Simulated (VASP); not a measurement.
Set up this calculation in VASP 6.6.1, as the native input.

```
Task                   : single point
Functional             : PBE
Potentials or basis    : VASP PAW PBE potentials, release 64 (S)
Cutoff                 : 520 eV
k mesh                 : 22 × 22 × 22
Occupations            : fermi-dirac, width 0.05 eV
Spin                   : no spin polarisation
Dipole correction      : no
Further INCAR settings : ALGO = Normal; EDIFF = 1e-07; NBANDS = 9
```

The structure of S lies in POSCAR:

```
S
1.0
    0.0000000000      1.4876990163      1.4876990163
    1.4876990163      0.0000000000      1.4876990163
    1.4876990163      1.4876990163      0.0000000000
S
1
Direct
    0.0000000000      0.0000000000      0.0000000000
```

This cell differs from its parent crystal: volume scaled by 0.415, to set the pressure.

The input as run:

INCAR

```
SYSTEM = S
PREC = Accurate ; ENCUT = 520
EDIFF = 1E-7 ; ISMEAR = -1
SIGMA = 0.05 ; LREAL = .FALSE.
LASPH = .TRUE. ; NELM = 100
ALGO = Normal ; ISIF = 2
LWAVE = .FALSE. ; LCHARG = .FALSE.
GGA = PE ; NBANDS = 9
```

KPOINTS

```
regular mesh
0
G
  22 22 22
  0 0 0
```

Potentials or basis: VASP PAW PBE potentials, release 64 (S).

The run is started by

```console
$ cat potpaw_PBE.64/S/POTCAR > POTCAR
$ mpirun -np 1 vasp_std > vasp.out
```

It gave:

| Property | Result |
| --- | --- |
| Pressure | 387.4 GPa |
| Band gap on the k mesh | zero (band 3 reaches 37.49 eV, above the bottom of band 4 at 16.80 eV) |

Caveat: the cell differs from its parent crystal (volume scaled by 0.415, to set the pressure).

It took 12 s on 1 thread of Intel(R) Xeon(R) Platinum 8259CL CPU @ 2.50GHz (Skylake/Cascade Lake), with other jobs on the host, peak memory 0.12 GiB.
